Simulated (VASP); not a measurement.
# Al (P1) in VASP: a series of runs, part 2 of 2

VASP 6.6.1.

### Step 3. Single point, PBE+D3(BJ)

INCAR reads:

```
SYSTEM = Al
  ALGO = Normal
  EDIFF = 1E-6
  ENCUT = 500
  GGA = PE
  GGA_COMPAT = .FALSE.
  ISIF = 2
  ISMEAR = 0
  IVDW = 12
  LASPH = .TRUE.
  LCHARG = .FALSE.
  LREAL = .FALSE.
  LWAVE = .FALSE.
  NBANDS = 22
  NELM = 120
  PREC = Accurate
  SIGMA = 0.15
```

KPOINTS reads:

```
k-points
0
G
  20 20 2
  0 0 0
```

POSCAR reads:

```
Al
1.0
   -2.8144222649      0.0000000000      0.0000000000
   -1.4072111325     -2.4373611784      0.0000000000
   -1.9935491043     -1.8280208838     18.4820941423
Al
8
Direct
    0.9791666667      0.9531250000      0.0625000000
    0.8125000000      0.5781250000      0.5625000000
    0.1041666667     -0.1822916667      0.6875000000
    0.2708333333      0.1927083333      0.1875000000
   -0.2708333333     -0.6093750000      0.8125000000
   -0.1041666667     -0.2343750000      0.3125000000
    0.3541666667     -0.0364583333      0.9375000000
    0.5208333333      0.3385416667      0.4375000000
```

Potentials or basis: VASP PAW PBE potentials, release 64 (Al).

Started as:

```console
$ cat potpaw_PBE.64/Al/POTCAR > POTCAR
$ mpirun -np 1 vasp_std > vasp.out
```

OUTCAR:

```text
SYSTEM = Al
   EDIFF = 1E-6
   ENCUT = 500
   GGA = PE
   ISIF = 2
   ISMEAR = 0
   IVDW = 12
   LASPH = .TRUE.
   LREAL = .FALSE.
   NELM = 120
   PREC = Accurate
 IVDW          = 12

 ion  position               nearest neighbor table
   1  0.979  0.953  0.062-   7 2.46   4 2.82   4 2.82   4 2.82   7 3.06   7 3.27
   2  0.812  0.578  0.562-   8 2.82   3 2.82   8 2.82   3 2.82   3 2.82   8 2.82
   3  0.104  0.818  0.688-   2 2.82   5 2.82   5 2.82   2 2.82   2 2.82   5 2.82
   4  0.271  0.193  0.188-   1 2.82   6 2.82   6 2.82   1 2.82   6 2.82   1 2.82
   5  0.729  0.391  0.812-   3 2.82   7 2.82   7 2.82   3 2.82   3 2.82   7 2.82
   6  0.896  0.766  0.312-   4 2.82   8 2.82   8 2.82   4 2.82   4 2.82   8 2.82
   7  0.354  0.964  0.938-   1 2.46   5 2.82   5 2.82   5 2.82   1 3.06   1 3.27
   8  0.521  0.339  0.438-   2 2.82   6 2.82   6 2.82   2 2.82   2 2.82   6 2.82

  LATTYP: Found a triclinic cell.
 ALAT       =     2.8144222649
 B/A-ratio  =     1.0000000000
 C/A-ratio  =     6.5737930235
 COS(alpha) =     0.0126765983
 COS(beta)  =     0.0443680940
 COS(gamma) =     0.5000000000

  Lattice vectors:

 A1 = (   1.4072111324,  -2.4373611784,   0.0000000000)
 A2 = (  -1.4072111325,  -2.4373611784,   0.0000000000)
 A3 = (   0.5863379718,  -0.6093402946, -18.4820941423)

Analysis of symmetry for initial positions (statically):
=====================================================================
 Subroutine PRICEL returns:
 Original cell was already a primitive cell.

 Routine SETGRP: Setting up the symmetry group for a
 triclinic supercell.

 Subroutine GETGRP returns: Found  1 space group operations
 (whereof  1 operations were pure point group operations)
 out of a pool of  2 trial point group operations.

The static configuration has the point symmetry C_1 .

Analysis of symmetry for dynamics (positions and initial velocities):
=====================================================================
 Subroutine PRICEL returns:
 Original cell was already a primitive cell.

 Routine SETGRP: Setting up the symmetry group for a
 triclinic supercell.

 Subroutine GETGRP returns: Found  1 space group operations
 (whereof  1 operations were pure point group operations)
 out of a pool of  2 trial point group operations.

The dynamic configuration has the point symmetry C_1 .

 Subroutine INISYM returns: Found  1 space group operations
 (whereof  1 operations are pure point group operations),
 and found     1 'primitive' translations

----------------------------------------------------------------------------------------

                                     Primitive cell

  volume of cell :     126.7828

  direct lattice vectors                    reciprocal lattice vectors
    -2.814422265  0.000000000  0.000000000    -0.355312709  0.205139888 -0.018035474
    -1.407211133 -2.437361178  0.000000000     0.000000000 -0.410279777 -0.040579817
    -1.993549104 -1.828020884 18.482094142     0.000000000  0.000000000  0.054106423

  length of vectors
     2.814422265  2.814422265 18.678964165     0.410675996  0.412281720  0.054106423

  position of ions in fractional coordinates (direct lattice)
     0.979166667  0.953125000  0.062500000
     0.812500000  0.578125000  0.562500000
     0.104166667  0.817708333  0.687500000
     0.270833333  0.192708333  0.187500000
     0.729166667  0.390625000  0.812500000
     0.895833333  0.765625000  0.312500000
     0.354166667  0.963541667  0.937500000
[... 67 lines left out ...]
   number of dos      NEDOS =    301   number of ions     NIONS =      8
   total plane-waves  NPLWV =  80640
   dimension x,y,z NGX =    24 NGY =   24 NGZ =  140
   dimension x,y,z NGXF=    48 NGYF=   48 NGZF=  280
   ions per type =               8
   NGX,Y,Z   is equivalent  to a cutoff of  14.18, 14.18, 12.46 a.u.
   NGXF,Y,Z  is equivalent  to a cutoff of  28.35, 28.35, 24.92 a.u.
 SYSTEM =  Al
   PREC   = accura    normal or accurate (medium, high low for compatibility)
   ISTART =      0    job   : 0-new  1-cont  2-samecut
   ICHARG =      2    charge: 1-file 2-atom 10-const
   ISPIN  =      1    spin polarized calculation?
   LNONCOLLINEAR =      F non collinear calculations
   LSORBIT =      F    spin-orbit coupling
   LASPH  =      T    aspherical Exc in radial PAW
   ENCUT  =  500.0 eV  36.75 Ry    6.06 a.u.   5.13  5.13 34.06*2*pi/ulx,y,z
   NELM   =    120;   NELMIN=  2; NELMDL= -5     # of ELM steps
   EDIFF  = 0.1E-05   stopping-criterion for ELM
   LREAL  =      F    real-space projection
   EDIFFG = 0.1E-04   stopping-criterion for IOM
   NSW    =      0    number of steps for IOM
   IBRION =     -1    ionic relax: 0-MD 1-quasi-New 2-CG
   NFREE  =      0    steps in history (QN), initial steepest desc. (CG)
   ISIF   =      2    stress and relaxation
   ISYM   =      2    0-nonsym 1-usesym 2-fastsym
   POTIM  = 0.5000    time-step for ionic-motion
   TEBEG  =    0.0;   TEEND  =   0.0 temperature during run
   PSTRESS=    0.0 pullay stress
   NELECT =      24.0000    total number of electrons
   NUPDOWN=      -1.0000    fix difference up-down
   EMIN   =  10.00;   EMAX   =-10.00  energy-range for DOS
   EFERMI =   0.00;   METHOD = LEGACY
   ISMEAR =     0;   SIGMA  =   0.15  broadening in eV -4-tet -1-fermi 0-gaus
   EFERMI_NEDOS =   21; number of points for ismear=-14 and -15
   IALGO  =     38    algorithm
   IMIX   =      4    mixing-type and parameters
     AMIX     =   0.40;   BMIX     =  1.00
     AMIX_MAG =   1.60;   BMIX_MAG =  1.00
  volume/ion in A,a.u.               =      15.85       106.95
  Fermi-wavevector in a.u.,A,eV,Ry     =   0.939994  1.776331 12.021957  0.883589
  Thomas-Fermi vector in A             =   2.067362
   LORBIT       =      0    0 simple, 1 ext, 2 COOP (PROOUT), +10 PAW based schemes
   GGA     = PE    functional components
   LHFCALC =     F    Hartree Fock is set to
   AEXX    =    0.0000 exact exchange contribution
   IVDW    =    12    specifies the selected vdW correction
   LEPSILON=     F    determine dielectric tensor
   LRPA    =     F    only Hartree local field effects (RPA)
 non-spin polarized calculation
 Gauss-broadening in eV      SIGMA  =   0.15
  energy-cutoff  :      500.00
  volume of cell :      126.78
 maximum number of plane-waves:      3246
 NGX is ok and might be reduce to    24
   NGX = 11   NGY = 11   NGZ = 67

 number of electron      24.0000000 magnetization

 Free energy of the ion-electron system (eV)
  ---------------------------------------------------
  ext. energy  EPLUGINS =         0.00000000
  ---------------------------------------------------
  free energy    TOTEN  =       -29.59616966 eV

  energy without entropy =      -29.56000403  energy(sigma->0) =      -29.57808685

 E-fermi :   8.4048     XC(G=0): -10.3416

 val. band max:        8.4040793019   @ k =   0.1000   0.5000   0.5000
 cond. band min:       8.4050087826   @ k =  -0.4500   0.4500  -0.0000
 fundamental gap:      0.0009294807
 Fermi energy:         8.4047565191

 k-point     1 :       0.0000    0.0000    0.0000
  band No.  band energies     occupation
      1      -2.9924      2.00000
      2      -2.5685      2.00000
      3      -2.5497      2.00000
      4      -1.2748      2.00000
      5      -1.2642      2.00000
      6       0.8524      2.00000
[... 589 lines left out ...]
     21      13.3037      0.00000
     22      13.4632      0.00000

 [... further k-points ...]

------------------------ aborting loop because EDIFF is reached ----------------------------------------

 Edisp (eV)   -2.80595

 E8    (eV) :    -1.2555

  FORCE on cell =-STRESS in cart. coord.  units (eV):
  Direction    XX          YY          ZZ          XY          YZ          ZX
  --------------------------------------------------------------------------------------
  -------------------------------------------------------------------------------------
  Total      -0.02479    -0.08609     2.47116    -0.05774    -0.41960     1.10341
  in kB      -0.31324    -1.08794    31.22850    -0.72963    -5.30262    13.94396
  external pressure =        9.94 kB  Pullay stress =        0.00 kB

 VOLUME and BASIS-vectors are now :
 -----------------------------------------------------------------------------
  energy-cutoff  :      500.00
  volume of cell :      126.78
      direct lattice vectors                 reciprocal lattice vectors
    -2.814422265  0.000000000  0.000000000    -0.355312709  0.205139888 -0.018035474
    -1.407211133 -2.437361178  0.000000000     0.000000000 -0.410279777 -0.040579817
    -1.993549104 -1.828020884 18.482094142     0.000000000  0.000000000  0.054106423

 POSITION                                       TOTAL-FORCE (eV/Angst)
 -----------------------------------------------------------------------------------
     -4.22163     -2.43736      1.15513         0.518254     -0.120901      0.876572
     -4.22163     -2.43736     10.39618         0.002715     -0.001630     -0.014955
     -2.81442     -3.24981     12.70644         0.007704      0.004167     -0.004939
     -1.40721     -0.81245      3.46539        -0.001780     -0.021718      0.007792
     -4.22163     -2.43736     15.01670         0.016372     -0.027745      0.042540
     -4.22163     -2.43736      5.77565         0.010730     -0.000352      0.005907
     -4.22163     -4.06227     17.32696        -0.551059      0.167976     -0.916661
     -2.81442     -1.62491      8.08592        -0.002936      0.000204      0.003746
 -----------------------------------------------------------------------------------
    total drift:                                0.000000      0.000005      0.000002

  FREE ENERGIE OF THE ION-ELECTRON SYSTEM (eV)
  ---------------------------------------------------
  free  energy   TOTEN  =       -32.4021216417 eV

  energy  without entropy=      -32.3659560148  energy(sigma->0) =      -32.38403883
```

Wall time 10 min (1 thread of Intel Xeon 6975P-C (Granite Rapids), shared host); peak memory 0.81 GiB.

Results:

```yaml
Free_energy: -32.4021 eV
Pressure: 1.0 GPa
Largest_force: 1.083 eV/Å
Band_gap_on_the_k_mesh: zero (bands 12 and 13 overlap by 5.54 eV)
Dispersion_energy_per_atom: -0.351 eV
```

Forces on the atoms (eV/Å):
```
Al   0.518 -0.121  0.877
Al   0.003 -0.002 -0.015
Al   0.008  0.004 -0.005
Al  -0.002 -0.022  0.008
Al   0.016 -0.028  0.043
Al   0.011  0.000  0.006
Al  -0.551  0.168 -0.917
Al  -0.003  0.000  0.004
```

Stress tensor (GPa, compression positive):
```
-0.03 -0.07  1.39
-0.07 -0.11 -0.53
 1.39 -0.53  3.12
```

Levels at points of the mesh, in eV from the Fermi level:
| k point | band 10 | band 11 | band 12 | band 13 | band 14 | band 15 |
| --- | --- | --- | --- | --- | --- | --- |
| (0.00, 0.00, 0.00) | -0.96 | -0.93 | 3.39 | 3.45 | 8.22 | 8.39 |
| (0.50, 0.00, 0.00) | -3.00 | -2.17 | -1.74 | -1.38 | -0.81 | 0.58 |
| (0.00, 0.50, 0.00) | -2.78 | -2.49 | -2.37 | -0.70 | -0.41 | 0.05 |
| (0.50, 0.50, 0.00) | -2.72 | -2.61 | -2.57 | -0.39 | -0.28 | -0.13 |
| (0.00, 0.00, 0.50) | -2.86 | 1.13 | 1.18 | 5.77 | 5.87 | 10.50 |
| (0.50, 0.00, 0.50) | -2.89 | -2.52 | -2.06 | -0.88 | -0.50 | 0.08 |
| (0.00, 0.50, 0.50) | -3.13 | -2.19 | -1.61 | -1.49 | -0.89 | 0.57 |
| (0.50, 0.50, 0.50) | -3.24 | -1.99 | -1.81 | -1.30 | -1.08 | 0.76 |

Caveat: forces of over 1 eV/Å act on the atoms, so gaps and moduli don't describe the material at rest.
